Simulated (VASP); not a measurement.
# Pb (Fd-3m) in VASP: density of states with PBE

Aim: the density of states of Pb with PBE.

Everything below comes from runs of VASP 6.6.1. Logs are shortened: lines on timing, memory, paths and dates and some standing lists are left out, and cuts for length are marked.

## Step 1: The cell of the first run

The structure is cubic, space group Fd-3m (No. 227). Conventional cell: a = 5.994 Å, b = 5.994 Å, c = 5.994 Å, α = 90.00°, β = 90.00°, γ = 90.00°. Within 3.4 Å of Pb (site symmetry -43m) lie 4 Pb at 2.60 Å.

## Step 2: Density of states, PBE

POSCAR reads:

```
Pb
1.0
    0.0000000000      2.9968420000      2.9968420000
    2.9968420000      0.0000000000      2.9968420000
    2.9968420000      2.9968420000      0.0000000000
Pb
2
Direct
    0.0000000000      0.0000000000      0.0000000000
    0.2500000000      0.2500000000      0.2500000000
```

INCAR.step1 reads:

```
SYSTEM = Pb
PREC = Accurate
ENCUT = 520
EDIFF = 1E-7
ISMEAR = 1
SIGMA = 0.0273
LREAL = .False.
LASPH = .True.
NELM = 60
ALGO = Normal
ISIF = 2
LWAVE = .False.
LCHARG = .True.
GGA = PE
NBANDS = 21
```

KPOINTS.step1 reads:

```
Automatic mesh
0
Gamma
  7 7 7
  0 0 0
```

INCAR.step2 reads:

```
SYSTEM = Pb
PREC = Accurate
ENCUT = 520
EDIFF = 1E-7
ISMEAR = -5
SIGMA = 0.0273
LREAL = .False.
LASPH = .True.
NELM = 60
ALGO = Normal
ISIF = 2
LWAVE = .False.
LCHARG = .False.
GGA = PE
LORBIT = 11
NBANDS = 21
NEDOS = 1001
ICHARG = 11
```

KPOINTS.step2 reads:

```
Automatic mesh
0
Gamma
  11 11 11
  0 0 0
```

Potentials or basis: VASP PAW PBE potentials, release 64 (Pb_d).

Started as:

```
$ cat potpaw_PBE.64/Pb_d/POTCAR > POTCAR
$ cp INCAR.step1 INCAR
$ cp KPOINTS.step1 KPOINTS
$ mpirun -np 1 vasp_std > vasp.out
$ cp INCAR.step2 INCAR
$ cp KPOINTS.step2 KPOINTS
$ mpirun -np 1 vasp_std > vasp.out
```

OUTCAR:

```text
SYSTEM = Pb
   PREC = Accurate
   ENCUT = 520
   EDIFF = 1E-7
   ISMEAR = -5
   LREAL = .False.
   LASPH = .True.
   NELM = 60
   ISIF = 2
   GGA = PE
   LORBIT = 11
   ICHARG = 11

 ion  position               nearest neighbor table
   1  0.000  0.000  0.000-   2 2.60   2 2.60   2 2.60   2 2.60
   2  0.250  0.250  0.250-   1 2.60   1 2.60   1 2.60   1 2.60

  LATTYP: Found a face centered cubic cell.
 ALAT       =     5.9936840000

  Lattice vectors:

 A1 = (   0.0000000000,   2.9968420000,   2.9968420000)
 A2 = (   2.9968420000,   0.0000000000,   2.9968420000)
 A3 = (   2.9968420000,   2.9968420000,   0.0000000000)

Analysis of symmetry for initial positions (statically):
=====================================================================
 Subroutine PRICEL returns:
 Original cell was already a primitive cell.

 Routine SETGRP: Setting up the symmetry group for a
 face centered cubic supercell.

 Subroutine GETGRP returns: Found 48 space group operations
 (whereof 24 operations were pure point group operations)
 out of a pool of 48 trial point group operations.

The static configuration has the point symmetry T_d .
 The point group associated with its full space group is O_h .

Analysis of symmetry for dynamics (positions and initial velocities):
=====================================================================
 Subroutine PRICEL returns:
 Original cell was already a primitive cell.

 Routine SETGRP: Setting up the symmetry group for a
 face centered cubic supercell.

 Subroutine GETGRP returns: Found 48 space group operations
 (whereof 24 operations were pure point group operations)
 out of a pool of 48 trial point group operations.

The dynamic configuration has the point symmetry T_d .
 The point group associated with its full space group is O_h .

 Subroutine INISYM returns: Found 48 space group operations
 (whereof 24 operations are pure point group operations),
 and found     1 'primitive' translations

----------------------------------------------------------------------------------------

                                     Primitive cell

  volume of cell :      53.8296

  direct lattice vectors                    reciprocal lattice vectors
     0.000000000  2.996842000  2.996842000    -0.166842296  0.166842296  0.166842296
     2.996842000  0.000000000  2.996842000     0.166842296 -0.166842296  0.166842296
     2.996842000  2.996842000  0.000000000     0.166842296  0.166842296 -0.166842296

  length of vectors
     4.238174601  4.238174601  4.238174601     0.288979334  0.288979334  0.288979334

  position of ions in fractional coordinates (direct lattice)
     0.000000000  0.000000000  0.000000000
     0.250000000  0.250000000  0.250000000

  ion indices of the primitive-cell ions
   primitive index   ion index
                 1           1
                 2           2

----------------------------------------------------------------------------------------

 KPOINTS: Automatic mesh

Automatic generation of k-mesh.
 Grid dimensions read from file:
 generate k-points for:   11   11   11

 Generating k-lattice:

  Cartesian coordinates                     Fractional coordinates (reciprocal lattice)
    -0.015167481  0.015167481  0.015167481     0.090909091  0.000000000  0.000000000
     0.015167481 -0.015167481  0.015167481     0.000000000  0.090909091  0.000000000
     0.015167481  0.015167481 -0.015167481     0.000000000  0.000000000  0.090909091

  Length of vectors
     0.026270849  0.026270849  0.026270849

  Shift w.r.t. Gamma in fractional coordinates (k-lattice)
     0.000000000  0.000000000  0.000000000

 TETIRR: Found    201 inequivalent tetrahedra from     7986

 Subroutine IBZKPT returns following result:
 ===========================================

 Found     56 irreducible k-points:

 Following reciprocal coordinates:
            Coordinates               Weight
  0.000000  0.000000  0.000000      1.000000
  0.090909  0.000000  0.000000      8.000000
  0.181818  0.000000  0.000000      8.000000
  0.272727  0.000000  0.000000      8.000000
  0.363636  0.000000  0.000000      8.000000
  0.454545  0.000000  0.000000      8.000000
[... 16 lines left out ...]
 -0.272727  0.181818  0.000000     24.000000
 -0.181818  0.181818  0.000000     12.000000
 [... further k-points ...]
   k-points           NKPTS =     56   k-points in BZ     NKDIM =     56   number of bands    NBANDS=     21
   number of dos      NEDOS =   1001   number of ions     NIONS =      2
   total plane-waves  NPLWV =  32768
   dimension x,y,z NGX =    32 NGY =   32 NGZ =   32
   dimension x,y,z NGXF=    64 NGYF=   64 NGZF=   64
   ions per type =               2
   NGX,Y,Z   is equivalent  to a cutoff of  12.55, 12.55, 12.55 a.u.
   NGXF,Y,Z  is equivalent  to a cutoff of  25.10, 25.10, 25.10 a.u.
 SYSTEM =  Pb
   PREC   = accura    normal or accurate (medium, high low for compatibility)
   ISTART =      0    job   : 0-new  1-cont  2-samecut
   ICHARG =     11    charge: 1-file 2-atom 10-const
   ISPIN  =      1    spin polarized calculation?
   LNONCOLLINEAR =      F non collinear calculations
   LSORBIT =      F    spin-orbit coupling
   LASPH  =      T    aspherical Exc in radial PAW
   ENCUT  =  520.0 eV  38.22 Ry    6.18 a.u.   7.88  7.88  7.88*2*pi/ulx,y,z
   NELM   =     60;   NELMIN=  2; NELMDL=  0     # of ELM steps
   EDIFF  = 0.1E-06   stopping-criterion for ELM
   LREAL  =      F    real-space projection
   EDIFFG = 0.1E-05   stopping-criterion for IOM
   NSW    =      0    number of steps for IOM
   IBRION =     -1    ionic relax: 0-MD 1-quasi-New 2-CG
   NFREE  =      0    steps in history (QN), initial steepest desc. (CG)
   ISIF   =      2    stress and relaxation
   ISYM   =      2    0-nonsym 1-usesym 2-fastsym
   POTIM  = 0.5000    time-step for ionic-motion
   TEBEG  =    0.0;   TEEND  =   0.0 temperature during run
   PSTRESS=    0.0 pullay stress
   NELECT =      28.0000    total number of electrons
   NUPDOWN=      -1.0000    fix difference up-down
   EMIN   =  10.00;   EMAX   =-10.00  energy-range for DOS
   EFERMI =   0.00;   METHOD = LEGACY
   ISMEAR =    -5;   SIGMA  =   0.03  broadening in eV -4-tet -1-fermi 0-gaus
   EFERMI_NEDOS =   21; number of points for ismear=-14 and -15
   IALGO  =     38    algorithm
   IMIX   =      4    mixing-type and parameters
     AMIX     =   0.40;   BMIX     =  1.00
     AMIX_MAG =   1.60;   BMIX_MAG =  1.00
  volume/ion in A,a.u.               =      26.91       181.63
  Fermi-wavevector in a.u.,A,eV,Ry     =   1.316599  2.488012 23.584802  1.733434
  Thomas-Fermi vector in A             =   2.446700
   LORBIT       =     11    0 simple, 1 ext, 2 COOP (PROOUT), +10 PAW based schemes
   GGA     = PE    functional components
   LHFCALC =     F    Hartree Fock is set to
   AEXX    =    0.0000 exact exchange contribution
   IVDW    =     0    specifies the selected vdW correction
   LEPSILON=     F    determine dielectric tensor
   LRPA    =     F    only Hartree local field effects (RPA)
 non-spin polarized calculation
 Fermi weights with tetrahedron method with Bloechl corrections
  energy-cutoff  :      520.00
  volume of cell :       53.83
 maximum number of plane-waves:      1465

 number of electron      28.0000003 magnetization

 Free energy of the ion-electron system (eV)
  ---------------------------------------------------
  ext. energy  EPLUGINS =         0.00000000
  ---------------------------------------------------
  free energy    TOTEN  =        -3.91313616 eV

  energy without entropy =       -3.91313616  energy(sigma->0) =       -3.91313616

 E-fermi :   9.3588     XC(G=0): -10.3674

 val. band max:        9.5696478689   @ k =  -0.0909   0.0909   0.0000
 cond. band min:       9.0740499312   @ k =   0.2727   0.0000   0.0000
 fundamental gap:     -0.4955979376
 Fermi energy:         9.3587856539

 k-point     1 :       0.0000    0.0000    0.0000
  band No.  band energies     occupation
      1      -9.6222      2.00000
      2      -9.6222      2.00000
      3      -9.6222      2.00000
      4      -9.4589      2.00000
      5      -9.4589      2.00000
      6      -8.3277      2.00000
[... 13 lines left out ...]
     20      17.0341      0.00000
     21      17.0341      0.00000

 k-point     2 :       0.0909    0.0000    0.0000
  band No.  band energies     occupation
      1      -9.6509      2.00000
      2      -9.6509      2.00000
      3      -9.6200      2.00000
      4      -9.4185      2.00000
      5      -9.4185      2.00000
      6      -8.3522      2.00000
[... 13 lines left out ...]
     20      16.6913      0.00000
     21      16.8097      0.00000

 k-point     3 :       0.1818    0.0000    0.0000
  band No.  band energies     occupation
      1      -9.6937      2.00000
      2      -9.6937      2.00000
      3      -9.6141      2.00000
      4      -9.3468      2.00000
      5      -9.3468      2.00000
      6      -8.4153      2.00000
[... 13 lines left out ...]
     20      16.5950      0.00000
     21      16.5950      0.00000
[... 457 lines left out ...]
 k-point    23 :      -0.2727    0.1818    0.0000
  band No.  band energies     occupation
      1      -9.7935      2.00000
      2      -9.7847      2.00000
      3      -9.5013      2.00000
      4      -9.2592      2.00000
      5      -9.1066      2.00000
      6      -8.6647      2.00000
[... 13 lines left out ...]
     20      17.2084      0.00000
     21      19.3319      0.00000

 k-point    24 :      -0.1818    0.1818    0.0000
  band No.  band energies     occupation
      1      -9.7706      2.00000
      2      -9.7416      2.00000
      3      -9.5573      2.00000
      4      -9.3036      2.00000
      5      -9.1756      2.00000
      6      -8.5892      2.00000
[... 13 lines left out ...]
     20      17.0705      0.00000
     21      18.2647      0.00000

 [... further k-points ...]

------------------------ aborting loop because EDIFF is reached ----------------------------------------

  FORCE on cell =-STRESS in cart. coord.  units (eV):
  Direction    XX          YY          ZZ          XY          YZ          ZX
  --------------------------------------------------------------------------------------
  -------------------------------------------------------------------------------------
  Total       13.6808841     13.6808841     13.6808841      0.0000000      0.0000000      0.0000000
  in kB      407.1957269    407.1957269    407.1957269      0.0000000      0.0000000      0.0000000
  external PRESSURE =     407.1957269 kB  Pullay stress =       0.0000000 kB

 VOLUME and BASIS-vectors are now :
 -----------------------------------------------------------------------------
  energy-cutoff  :      520.00
  volume of cell :       53.83
      direct lattice vectors                 reciprocal lattice vectors
     0.000000000  2.996842000  2.996842000    -0.166842296  0.166842296  0.166842296
     2.996842000  0.000000000  2.996842000     0.166842296 -0.166842296  0.166842296
     2.996842000  2.996842000  0.000000000     0.166842296  0.166842296 -0.166842296

 POSITION                                       TOTAL-FORCE (eV/Angst)
 -----------------------------------------------------------------------------------
      0.00000      0.00000      0.00000         0.000000     -0.000000     -0.000000
      1.49842      1.49842      1.49842        -0.000000      0.000000      0.000000
 -----------------------------------------------------------------------------------
    total drift:                               -0.000000      0.000000      0.000000

  FREE ENERGIE OF THE ION-ELECTRON SYSTEM (eV)
  ---------------------------------------------------
  free  energy   TOTEN  =        -3.9131361554 eV

  energy  without entropy=       -3.9131361554  energy(sigma->0) =       -3.91313616

 total charge

# of ion       s       p       d       tot
------------------------------------------
    1        1.287   1.341   9.842  12.470
    2        1.287   1.341   9.842  12.470
--------------------------------------------------
tot          2.574   2.682  19.685  24.941
```

Run time: 50 s. Hardware: 1 thread of AMD EPYC 7R13 (Zen 3), shared host; peak memory 0.16 GiB.

What came out:

| Quantity | Value |
| --- | --- |
| Valence electrons inside the program's atomic spheres | Pb 12.47 |

Caveat: spin-orbit coupling is left out, which moves the levels of the heavy elements; tetrahedron occupations give inexact forces and stress in metals.
